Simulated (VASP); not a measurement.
# K (Cmcm) in VASP: notebook

K is run at these levels: PBE+D3(BJ); tasks: single point.

All numbers are computed with VASP 6.6.1; they aren't measurements. Logs are shortened: lines on timing, memory, paths and dates and some standing lists are left out, and cuts for length are marked.

## (1) The cell of the first run

Symmetry: Cmcm, No. 63, orthorhombic system. The conventional cell has a = 4.998 Å, b = 8.095 Å, c = 7.812 Å, α = 90.00°, β = 90.00°, γ = 90.00°.

## (2) Single point, PBE+D3(BJ) (strain +0.0250 x Voigt [1, 0, 0, 0, 0, 0])

Contents of INCAR:

```
PREC = Accurate
ENCUT = 520
EDIFF = 1E-6
ISMEAR = 0
SIGMA = 0.15
LREAL = F
LASPH = T
NELM = 100
ALGO = Normal
ISIF = 2
LWAVE = F
LCHARG = F
GGA = PE
IVDW = 12
NBANDS = 16
```

Contents of KPOINTS:

```
regular mesh
0
Gamma
  12 12 6
```

Contents of POSCAR:

```
K
1.0
    2.4989114087     -4.0476104500      0.0000000000
    2.4989114087      4.0476104500      0.0000000000
    0.0000000000      0.0000000000      7.8117980100
K
2
Direct
    0.8206130200      0.1793869800      0.2500000000
    0.1793869800      0.8206130200      0.7500000000
```

Potentials or basis: VASP PAW PBE potentials, release 64 (K_sv).

Run with:

```console
$ cat potpaw_PBE.64/K_sv/POTCAR > POTCAR
$ mpirun -np 1 vasp_std > vasp.out
```

OUTCAR:

```text
PREC = Accurate
   ENCUT = 520
   EDIFF = 1E-6
   ISMEAR = 0
   LREAL = F
   LASPH = T
   NELM = 100
   ISIF = 2
   GGA = PE
   IVDW = 12
 IVDW          = 12

 ion  position               nearest neighbor table
   1  0.821  0.179  0.250-
   2  0.179  0.821  0.750-

  LATTYP: Found a base centered orthorhombic cell.
 ALAT       =     4.9978228174
 B/A-ratio  =     1.6197494781
 C/A-ratio  =     1.5630402068

  Lattice vectors:

 A1 = (   2.4989114087,  -4.0476104500,   0.0000000000)
 A2 = (   2.4989114087,   4.0476104500,   0.0000000000)
 A3 = (   0.0000000000,   0.0000000000,   7.8117980100)

Analysis of symmetry for initial positions (statically):
=====================================================================
 Subroutine PRICEL returns:
 Original cell was already a primitive cell.

 Routine SETGRP: Setting up the symmetry group for a
 base centered orthorhombic supercell.

 Subroutine GETGRP returns: Found  8 space group operations
 (whereof  4 operations were pure point group operations)
 out of a pool of  8 trial point group operations.

The static configuration has the point symmetry C_2h.
 The point group associated with its full space group is D_2h.

Analysis of symmetry for dynamics (positions and initial velocities):
=====================================================================
 Subroutine PRICEL returns:
 Original cell was already a primitive cell.

 Routine SETGRP: Setting up the symmetry group for a
 base centered orthorhombic supercell.

 Subroutine GETGRP returns: Found  8 space group operations
 (whereof  4 operations were pure point group operations)
 out of a pool of  8 trial point group operations.

The dynamic configuration has the point symmetry C_2h.
 The point group associated with its full space group is D_2h.

 Subroutine INISYM returns: Found  8 space group operations
 (whereof  4 operations are pure point group operations),
 and found     1 'primitive' translations

----------------------------------------------------------------------------------------

                                     Primitive cell

  volume of cell :     158.0267

  direct lattice vectors                    reciprocal lattice vectors
     2.498911409 -4.047610450  0.000000000     0.200087125 -0.123529674  0.000000000
     2.498911409  4.047610450  0.000000000     0.200087125  0.123529674  0.000000000
[... 83 lines left out ...]
   ENCUT  =  520.0 eV  38.22 Ry    6.18 a.u.   8.84  8.84 14.52*2*pi/ulx,y,z
   NELM   =    100;   NELMIN=  2; NELMDL= -5     # of ELM steps
   EDIFF  = 0.1E-05   stopping-criterion for ELM
   LREAL  =      F    real-space projection
   EDIFFG = 0.1E-04   stopping-criterion for IOM
   NSW    =      0    number of steps for IOM
   IBRION =     -1    ionic relax: 0-MD 1-quasi-New 2-CG
   NFREE  =      0    steps in history (QN), initial steepest desc. (CG)
   ISIF   =      2    stress and relaxation
   ISYM   =      2    0-nonsym 1-usesym 2-fastsym
   POTIM  = 0.5000    time-step for ionic-motion
   TEBEG  =    0.0;   TEEND  =   0.0 temperature during run
   PSTRESS=    0.0 pullay stress
   NELECT =      18.0000    total number of electrons
   NUPDOWN=      -1.0000    fix difference up-down
   EMIN   =  10.00;   EMAX   =-10.00  energy-range for DOS
   EFERMI =   0.00;   METHOD = LEGACY
   ISMEAR =     0;   SIGMA  =   0.15  broadening in eV -4-tet -1-fermi 0-gaus
   EFERMI_NEDOS =   21; number of points for ismear=-14 and -15
   IALGO  =     38    algorithm
   IMIX   =      4    mixing-type and parameters
     AMIX     =   0.40;   BMIX     =  1.00
     AMIX_MAG =   1.60;   BMIX_MAG =  1.00
  volume/ion in A,a.u.               =      79.01       533.21
  Fermi-wavevector in a.u.,A,eV,Ry     =   0.793577  1.499642  8.568455  0.629764
  Thomas-Fermi vector in A             =   1.899539
   LORBIT       =      0    0 simple, 1 ext, 2 COOP (PROOUT), +10 PAW based schemes
   GGA     = PE    functional components
   LHFCALC =     F    Hartree Fock is set to
   AEXX    =    0.0000 exact exchange contribution
   IVDW    =    12    specifies the selected vdW correction
   LEPSILON=     F    determine dielectric tensor
   LRPA    =     F    only Hartree local field effects (RPA)
 non-spin polarized calculation
 Gauss-broadening in eV      SIGMA  =   0.15
  energy-cutoff  :      520.00
  volume of cell :      158.03
 maximum number of plane-waves:      4290
   NGX = 17   NGY = 17   NGZ = 29

 number of electron      17.9999999 magnetization

 Free energy of the ion-electron system (eV)
  ---------------------------------------------------
  ext. energy  EPLUGINS =         0.00000000
  ---------------------------------------------------
  free energy    TOTEN  =        -2.09664115 eV

  energy without entropy =       -2.07893843  energy(sigma->0) =       -2.08778979

 E-fermi :  -0.2718     XC(G=0):  -5.4807

 val. band max:       -0.2719938987   @ k =  -0.1667   0.1667   0.1667
 cond. band min:      -0.2269224107   @ k =   0.5000  -0.0000   0.0000
 fundamental gap:      0.0450714880
 Fermi energy:        -0.2718078136

 k-point     1 :       0.0000    0.0000    0.0000
  band No.  band energies     occupation
      1     -32.4433      2.00000
      2     -32.4407      2.00000
      3     -15.9496      2.00000
      4     -15.9078      2.00000
      5     -15.9035      2.00000
      6     -15.8981      2.00000
[... 433 lines left out ...]
      3     -15.9347      2.00000
      4     -15.9324      2.00000
      5     -15.9323      2.00000
      6     -15.9147      2.00000
[... 8 lines left out ...]
     15       3.4366      0.00000
     16       4.0146      0.00000

 [... further k-points ...]

------------------------ aborting loop because EDIFF is reached ----------------------------------------

 Edisp (eV)   -0.21022

 E8    (eV) :    -0.1135

  FORCE on cell =-STRESS in cart. coord.  units (eV):
  Direction    XX          YY          ZZ          XY          YZ          ZX
  --------------------------------------------------------------------------------------
  -------------------------------------------------------------------------------------
  Total      -0.50166    -0.38356    -0.41013     0.00000    -0.00000     0.00000
  in kB      -5.08619    -3.88881    -4.15820     0.00000    -0.00000     0.00000
  external pressure =       -4.38 kB  Pullay stress =        0.00 kB

 VOLUME and BASIS-vectors are now :
 -----------------------------------------------------------------------------
  energy-cutoff  :      520.00
  volume of cell :      158.03
      direct lattice vectors                 reciprocal lattice vectors
     2.498911409 -4.047610450  0.000000000     0.200087125 -0.123529674  0.000000000
     2.498911409  4.047610450  0.000000000     0.200087125  0.123529674  0.000000000
     0.000000000  0.000000000  7.811798010     0.000000000  0.000000000  0.128011502

 POSITION                                       TOTAL-FORCE (eV/Angst)
 -----------------------------------------------------------------------------------
      2.49891     -2.59543      1.95295         0.000000      0.003639     -0.000000
      2.49891      2.59543      5.85885         0.000000     -0.003639      0.000000
 -----------------------------------------------------------------------------------
    total drift:                               -0.000000     -0.000000      0.000000

  FREE ENERGIE OF THE ION-ELECTRON SYSTEM (eV)
  ---------------------------------------------------
  free  energy   TOTEN  =        -2.3068564268 eV

  energy  without entropy=       -2.2891537034  energy(sigma->0) =       -2.29800507
```

stdout:

```text
POSCAR found type information on POSCAR K
 POSCAR found :  1 types and       2 ions
 scaLAPACK will be used
 LDA part: xc-table for (Slater+PW92), standard interpolation
 POSCAR, INCAR and KPOINTS ok, starting setup
 FFT: planning ... GRIDC
 FFT: planning ... GRID_SOFT
 FFT: planning ... GRID
 WAVECAR not read
 entering main loop
```

Run time: 3.8 min. Hardware: 1 thread of Intel Xeon Platinum 8259CL at 2.50GHz (Skylake/Cascade Lake), shared host; peak memory 0.5 GiB.

Results:

```
Free energy                : -2.3069 eV
Pressure                   : -0.4 GPa
Largest force              : 0.004 eV/Å
Band gap on the k mesh     : zero (band 9 reaches 0.85 eV, above the bottom of band 10 at -1.64 eV)
Dispersion energy per atom : -0.105 eV
```

Forces on the atoms (eV/Å):
```
K    0.000  0.004  0.000
K    0.000 -0.004  0.000
```

Stress tensor (GPa, compression positive):
```
-0.51  0.00  0.00
 0.00 -0.39  0.00
 0.00  0.00 -0.42
```

Caveat: the cell differs from its parent crystal (strain +0.0250 x Voigt [1, 0, 0, 0, 0, 0]); pairwise dispersion overbinds metals, which lowers pressure and volume.

## (3) Single point, PBE+D3(BJ) (strain +0.1000 x Voigt [1, 0, 0, 0, 0, 0])

Contents of INCAR:

```
PREC     = Accurate       # precision mode
ENCUT    = 520            # plane-wave cutoff, eV
EDIFF    = 1E-6           # SCF threshold, eV
ISMEAR   = 0              # smearing method
SIGMA    = 0.15           # smearing width, eV
LREAL    = F              # projectors in reciprocal space
LASPH    = T              # aspherical terms in the spheres
NELM     = 100            # most SCF steps
ALGO     = Normal         # electronic algorithm
ISIF     = 2              # what is computed and relaxed
LWAVE    = F              # write WAVECAR
LCHARG   = F              # write CHGCAR
GGA      = PE             # functional
IVDW     = 12             # dispersion correction
NBANDS   = 16             # bands
```

Contents of KPOINTS:

```
Automatic mesh
0
Gamma
  12 12 6
```

Contents of POSCAR:

```
K
1.0
    2.6817585850     -4.0476104500      0.0000000000
    2.6817585850      4.0476104500      0.0000000000
    0.0000000000      0.0000000000      7.8117980100
K
2
Direct
    0.8206130200      0.1793869800      0.2500000000
    0.1793869800      0.8206130200      0.7500000000
```

Potentials or basis: VASP PAW PBE potentials, release 64 (K_sv).

Run with:

```console
$ cat potpaw_PBE.64/K_sv/POTCAR > POTCAR
$ mpirun -np 1 vasp_std > vasp.out
```

Run time: 4.1 min. Hardware: 1 thread of Intel Xeon Platinum 8259CL at 2.50GHz (Skylake/Cascade Lake), shared host; peak memory 0.52 GiB.

It converged, with:

| Property | Result |
| --- | --- |
| Free energy | -2.2630 eV |
| Pressure | -0.6 GPa |
| Largest force | 0.018 eV/Å |
| Band gap on the k mesh | zero (band 9 reaches 0.58 eV, above the bottom of band 10 at -1.69 eV) |
| Dispersion energy per atom | -0.097 eV |

Forces in eV/Å, atoms in the order of the input:
```
K    0.000  0.018  0.000
K    0.000 -0.018  0.000
```

Stress tensor (GPa, compression positive):
```
-0.70  0.00  0.00
 0.00 -0.50  0.00
 0.00  0.00 -0.51
```

Levels at points of the mesh, in eV from the Fermi level:
```
           k point  band 5  band 6  band 7  band 8  band 9  band 10  band 11  band 12  band 13  band 14
(0.00, 0.00, 0.00)  -15.69  -15.69  -15.69  -15.69   -1.97     0.45     0.63     3.37     3.95     4.18
(0.50, 0.00, 0.00)  -15.71  -15.70  -15.70  -15.69   -0.07     0.07     1.68     1.99     2.05     2.52
(0.50, 0.50, 0.00)  -15.71  -15.71  -15.70  -15.70    0.32     0.46     1.79     1.84     2.57     2.89
(0.00, 0.00, 0.50)  -15.69  -15.69  -15.69  -15.69   -1.28    -1.28     2.82     2.82     3.53     3.53
(0.50, 0.00, 0.50)  -15.70  -15.70  -15.69  -15.69    0.48     0.48     0.65     0.65     3.12     3.12
(0.50, 0.50, 0.50)  -15.70  -15.70  -15.70  -15.70    0.84     0.84     1.02     1.02     2.94     2.94
```

Caveat: the cell differs from its parent crystal (strain +0.1000 x Voigt [1, 0, 0, 0, 0, 0]); pairwise dispersion overbinds metals, which lowers pressure and volume.

## (4) Single point, PBE+D3(BJ) (strain -0.0750 x Voigt [1, 0, 0, 0, 0, 0])

Contents of INCAR:

```
SYSTEM = K
PREC = Accurate ; ENCUT = 520
EDIFF = 1E-6 ; ISMEAR = 0
SIGMA = 0.15 ; LREAL = .False.
LASPH = .True. ; NELM = 100
ALGO = Normal ; ISIF = 2
LWAVE = .False. ; LCHARG = .False.
GGA = PE ; IVDW = 12
NBANDS = 16
```

Contents of KPOINTS:

```
Automatic mesh
0
Gamma
  12 12 6
  0 0 0
```

Contents of POSCAR:

```
K
1.0
    2.2551151738     -4.0476104500      0.0000000000
    2.2551151738      4.0476104500      0.0000000000
    0.0000000000      0.0000000000      7.8117980100
K
2
Direct
    0.8206130200      0.1793869800      0.2500000000
    0.1793869800      0.8206130200      0.7500000000
```

Run with:

```console
$ cat potpaw_PBE.64/K_sv/POTCAR > POTCAR
$ mpirun -np 1 vasp_std > vasp.out
```

Run time: 4.6 min. Hardware: 1 thread of Intel Xeon Platinum 8259CL at 2.50GHz (Skylake/Cascade Lake), shared host; peak memory 0.48 GiB.

It converged, with:

| Quantity | Value |
| --- | --- |
| Free energy | -2.3288 eV |
| Pressure | -0.1 GPa |
| Largest force | 0.019 eV/Å |
| Band gap on the k mesh | zero (band 9 reaches 1.17 eV, above the bottom of band 10 at -1.56 eV) |
| Dispersion energy per atom | -0.117 eV |

Forces on the atoms (eV/Å):
```
K    0.000 -0.019  0.000
K    0.000  0.019  0.000
```

Stress tensor (GPa, compression positive):
```
 0.09  0.00  0.00
 0.00 -0.19  0.00
 0.00  0.00 -0.28
```

Levels at points of the mesh, in eV from the Fermi level:
| k point | band 7 | band 8 | band 9 | band 10 | band 11 | band 12 |
| --- | --- | --- | --- | --- | --- | --- |
| (0.00, 0.00, 0.00) | -15.56 | -15.56 | -2.20 | 0.21 | 0.44 | 3.97 |
| (0.50, 0.00, 0.00) | -15.57 | -15.57 | 0.24 | 0.35 | 1.66 | 2.00 |
| (0.50, 0.50, 0.00) | -15.57 | -15.56 | 0.10 | 0.26 | 1.50 | 1.95 |
| (0.00, 0.00, 0.50) | -15.56 | -15.56 | -1.50 | -1.50 | 2.60 | 2.60 |
| (0.50, 0.00, 0.50) | -15.57 | -15.57 | 0.67 | 0.67 | 0.96 | 0.96 |
| (0.50, 0.50, 0.50) | -15.57 | -15.57 | 0.59 | 0.59 | 0.83 | 0.83 |

Caveat: the cell differs from its parent crystal (strain -0.0750 x Voigt [1, 0, 0, 0, 0, 0]); pairwise dispersion overbinds metals, which lowers pressure and volume.

## (5) Summary

```csv
cell,gap on the mesh (eV),pressure (GPa),largest force (eV/Å)
"a = 4.757, b = 4.757, c = 7.812 Å, angles 90.0, 90.0, 116.6°, 2 atoms",none,-0.4,-
"a = 4.855, b = 4.855, c = 7.812 Å, angles 90.0, 90.0, 112.9°, 2 atoms",none,-0.6,0.02
"a = 4.633, b = 4.633, c = 7.812 Å, angles 90.0, 90.0, 121.8°, 2 atoms",none,-0.1,0.02
```

Alike in all rows: task single point; level PBE+D3(BJ); potentials or basis VASP PAW PBE potentials, release 64 (K_sv); no spin polarisation; k mesh 12 × 12 × 6; cutoff (eV) 520; smearing gaussian 0.15 eV.

Caveats: pairwise dispersion overbinds metals, which lowers pressure and volume.

Absolute energies hang on the potentials; compare differences alone.
